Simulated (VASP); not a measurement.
# Al8N9 (a cell with a defect) in VASP: notebook, part 2 of 2

VASP 6.6.1.

### Step 3. Relaxation of the atoms, PBEsol

The input, INCAR:

```
  ALGO = Normal
  EDIFF = 1E-7
  EDIFFG = -0.02
  ENCUT = 520
  GGA = PS
  GGA_COMPAT = F
  IBRION = 2
  ISIF = 2
  ISMEAR = 0
  LASPH = T
  LCHARG = F
  LREAL = F
  LWAVE = F
  NELM = 120
  NELMIN = 4
  NSW = 45
  PREC = Accurate
  SIGMA = 0.02
```

The input, KPOINTS:

```
k-points
0
Gamma
  3 3 2
```

The input, POSCAR:

```
Al8N9
1.0
    6.2259999977      0.0000000000      0.0000000000
   -3.1129999989      5.3918741620      0.0000000000
    0.0000000000      0.0000000000      4.9810000000
Al N
8 9
Direct
    0.1666666667      0.3333333333      0.0000000000
    0.3333333333      0.1666666667      0.5000000000
    0.1666666667      0.8333333333      0.0000000000
    0.3333333333      0.6666666667      0.5000000000
    0.6666666667      0.3333333333      0.0000000000
    0.8333333333      0.1666666667      0.5000000000
    0.6666666667      0.8333333333      0.0000000000
    0.8333333333      0.6666666667      0.5000000000
    0.1666666667      0.3333333333      0.3800000000
    0.3333333333      0.1666666667      0.8800000000
    0.1666666667      0.8333333333      0.3800000000
    0.3333333333      0.6666666667      0.8800000000
    0.6666666667      0.3333333333      0.3800000000
    0.8333333333      0.1666666667      0.8800000000
    0.6666666667      0.8333333333      0.3800000000
    0.8333333333      0.6666666667      0.8800000000
    0.0000000000      0.0000000000      0.2500000000
```

Potentials or basis: VASP PAW PBE potentials, release 64 (Al, N).

Launch:

```bash
cat potpaw_PBE.64/Al/POTCAR potpaw_PBE.64/N/POTCAR > POTCAR
mpirun -np 1 vasp_std > vasp.out
```

OUTCAR:

```text
EDIFF = 1E-7
   EDIFFG = -0.02
   ENCUT = 520
   GGA = PS
   IBRION = 2
   ISIF = 2
   ISMEAR = 0
   LASPH = T
   LREAL = F
   NELM = 120
   NELMIN = 4
   NSW = 45
   PREC = Accurate

 ion  position               nearest neighbor table
   1  0.167  0.333  0.000-   9 1.89  10 1.89  14 1.89  12 1.89  17 2.19   2 3.07   2 3.07   6 3.07
                             6 3.07   4 3.07   4 3.07   5 3.11   5 3.11   7 3.11   7 3.11   3 3.11
   2  0.333  0.167  0.500-  10 1.89   9 1.89  13 1.89  11 1.89  17 2.19   1 3.07   1 3.07   5 3.07
                             5 3.07   3 3.07   3 3.07   6 3.11   6 3.11   8 3.11   8 3.11   4 3.11
   3  0.167  0.833  0.000-  11 1.89  12 1.89  16 1.89  10 1.89  17 2.19   4 3.07   4 3.07   8 3.07
                             8 3.07   2 3.07   2 3.07   7 3.11   7 3.11   5 3.11   5 3.11   1 3.11
   4  0.333  0.667  0.500-  12 1.89  11 1.89  15 1.89   9 1.89   3 3.07   3 3.07   7 3.07   7 3.07
                             1 3.07   1 3.07   8 3.11   8 3.11   6 3.11   6 3.11   2 3.11   2 3.11
   5  0.667  0.333  0.000-  13 1.89  14 1.89  10 1.89  16 1.89   6 3.07   6 3.07   2 3.07   2 3.07
                             8 3.07   8 3.07   1 3.11   1 3.11   3 3.11   3 3.11   7 3.11   7 3.11
   6  0.833  0.167  0.500-  14 1.89  13 1.89   9 1.89  15 1.89  17 2.19   5 3.07   5 3.07   1 3.07
                             1 3.07   7 3.07   7 3.07   2 3.11   2 3.11   4 3.11   4 3.11   8 3.11
   7  0.667  0.833  0.000-  15 1.89  16 1.89  12 1.89  14 1.89  17 2.19   8 3.07   8 3.07   4 3.07
                             4 3.07   6 3.07   6 3.07   3 3.11   3 3.11   1 3.11   1 3.11   5 3.11
   8  0.833  0.667  0.500-  16 1.89  15 1.89  11 1.89  13 1.89  17 2.19   7 3.07   7 3.07   3 3.07
                             3 3.07   5 3.07   5 3.07   4 3.11   4 3.11   2 3.11   2 3.11   6 3.11
   9  0.167  0.333  0.380-   1 1.89   2 1.89   6 1.89   4 1.89
  10  0.333  0.167  0.880-   2 1.89   1 1.89   5 1.89   3 1.89
  11  0.167  0.833  0.380-   3 1.89   4 1.89   8 1.89   2 1.89
  12  0.333  0.667  0.880-   4 1.89   3 1.89   7 1.89   1 1.89
  13  0.667  0.333  0.380-   5 1.89   6 1.89   2 1.89   8 1.89
[... 347 lines left out ...]
  FREE ENERGIE OF THE ION-ELECTRON SYSTEM (eV)
  ---------------------------------------------------
  free  energy   TOTEN  =      -125.9642710715 eV

  energy  without entropy=     -125.9619007551  energy(sigma->0) =     -125.96308591

[... ionic steps 4 to 13 ...]

--------------------------------------- Ionic step       14  -------------------------------------------

 number of electron      68.9999994 magnetization

------------------------ aborting loop because EDIFF is reached ----------------------------------------
[... 97 lines left out ...]
--------------------------------------- Ionic step       16  -------------------------------------------

 number of electron      68.9999994 magnetization

 Free energy of the ion-electron system (eV)
  ---------------------------------------------------
  ext. energy  EPLUGINS =         0.00000000
  ---------------------------------------------------
  free energy    TOTEN  =      -126.41173735 eV

  energy without entropy =     -126.40441597  energy(sigma->0) =     -126.40807666

 E-fermi :   8.4657     XC(G=0): -11.3749

 val. band max:        8.3328643250   @ k =   0.3333   0.3333   0.5000
 cond. band min:       8.4673267721   @ k =   0.3333  -0.0000   0.0000
 fundamental gap:      0.1344624470
 Fermi energy:         8.4657451298

 k-point     1 :       0.0000    0.0000    0.0000
  band No.  band energies     occupation
      1      -9.9718      2.00000
      2      -7.5509      2.00000
      3      -7.1176      2.00000
      4      -7.1176      2.00000
      5      -6.7286      2.00000
      6      -6.3408      2.00000
[... 309 lines left out ...]
  FREE ENERGIE OF THE ION-ELECTRON SYSTEM (eV)
  ---------------------------------------------------
  free  energy   TOTEN  =      -126.4117373521 eV

  energy  without entropy=     -126.4044159668  energy(sigma->0) =     -126.40807666

 reached required accuracy - stopping structural energy minimisation
```

OSZICAR:

```text
N       E                     dE             d eps       ncg     rms          rms(c)
DAV:   1     0.313220745606E+03    0.31322E+03   -0.33478E+04   516   0.146E+03
DAV:   2    -0.111960736926E+03   -0.42518E+03   -0.41525E+03   644   0.287E+02
DAV:   3    -0.141602181341E+03   -0.29641E+02   -0.29333E+02   600   0.822E+01
[... 162 lines left out ...]
DAV:   4    -0.126411736109E+03    0.24924E-04   -0.11407E-04   613   0.547E-02    0.101E-02
DAV:   5    -0.126411737514E+03   -0.14057E-05   -0.24157E-05   589   0.253E-02    0.693E-03
DAV:   6    -0.126411737505E+03    0.88990E-08   -0.15921E-06   613   0.653E-03    0.392E-03
DAV:   7    -0.126411737355E+03    0.15009E-06   -0.23354E-07   415   0.312E-03    0.190E-03
DAV:   8    -0.126411737352E+03    0.33306E-08   -0.16362E-07   324   0.204E-03
  16 F= -.12641174E+03 E0= -.12640808E+03  d E =-.862669E-03
```

Wall time 6.1 min (1 thread of Intel Xeon Platinum 8488C (Sapphire Rapids), shared host); peak memory 0.3 GiB.

Results:

```
Free energy                  : -126.4117 eV
Energy gained by relaxing    : 68.6 meV/atom
Ionic steps                  : 16
Pressure after relaxing      : 9.6 GPa
Largest force after relaxing : 0.015 eV/Å
Band gap on the k mesh       : zero (an odd number of electrons rules out a gap without spin polarisation)
```

Forces in eV/Å, atoms in the order of the input:
```
Al   0.000  0.002  0.007
Al  -0.011 -0.006 -0.004
Al   0.002 -0.001  0.007
Al   0.000  0.000 -0.007
Al   0.000  0.000  0.002
Al   0.011 -0.006 -0.004
Al  -0.002 -0.001  0.007
Al   0.000  0.012 -0.004
N    0.000  0.003 -0.011
N   -0.011 -0.006  0.008
N    0.002 -0.001 -0.011
N    0.000  0.000 -0.002
N    0.000  0.000  0.014
N    0.011 -0.006  0.008
N   -0.002 -0.001 -0.011
N    0.000  0.013  0.008
N    0.000  0.000 -0.005
```

Stress tensor (GPa, compression positive):
```
10.01  0.00  0.00
 0.00 10.01  0.00
 0.00  0.00  8.85
```

The path:
```csv
step,energy change (eV),largest force (eV/Å),pressure (GPa)
1,0.0000,3.2311,10.88
2,-0.5983,2.2208,9.70
3,-0.7183,1.5055,9.54
4,-0.9259,1.1377,9.23
5,-0.9857,1.4734,9.20
6,-1.0985,0.5357,9.00
7,-1.1117,0.5279,8.98
8,-1.1392,0.3277,9.08
9,-1.1450,0.4086,9.17
10,-1.1571,0.1549,9.33
11,-1.1591,0.2244,9.44
12,-1.1625,0.1321,9.52
13,-1.1626,0.1598,9.54
14,-1.1649,0.0898,9.57
15,-1.1649,0.0856,9.58
16,-1.1658,0.0149,9.62
```

Final structure:
```
CELL_PARAMETERS angstrom
6.22600 0.00000 0.00000
-3.11300 5.39187 0.00000
0.00000 0.00000 4.98100
ATOMIC_POSITIONS crystal
Al 0.16475 0.32951 0.99608
Al 0.33424 0.16712 0.49389
Al 0.16475 0.83525 0.99608
Al 0.33333 0.66667 0.52750
Al 0.66667 0.33333 0.98889
Al 0.83288 0.16712 0.49389
Al 0.67049 0.83525 0.99608
Al 0.83288 0.66576 0.49389
N 0.18222 0.36444 0.37063
N 0.33518 0.16759 0.87016
N 0.18222 0.81778 0.37063
N 0.33333 0.66667 0.88806
N 0.66667 0.33333 0.37018
N 0.83241 0.16759 0.87016
N 0.63556 0.81778 0.37063
N 0.83241 0.66482 0.87016
N 0.00000 0.00000 0.32312
```

Levels at points of the mesh, in eV from the Fermi level:
```tsv
k point	band 31	band 32	band 33	band 34	band 35	band 36	band 37	band 38
(0.00, 0.00, 0.00)	-2.39	-2.39	-2.37	-1.58	0.18	0.18	2.20	3.67
(0.00, 0.00, 0.50)	-2.79	-2.56	-2.56	-2.13	0.09	0.09	3.12	3.12
```

Caveat: the k points lie up to 0.63 Å⁻¹ apart, too coarse for converged energies and pressures of a metal; the PAW data sets were made with another functional, which shifts forces and pressure a little.
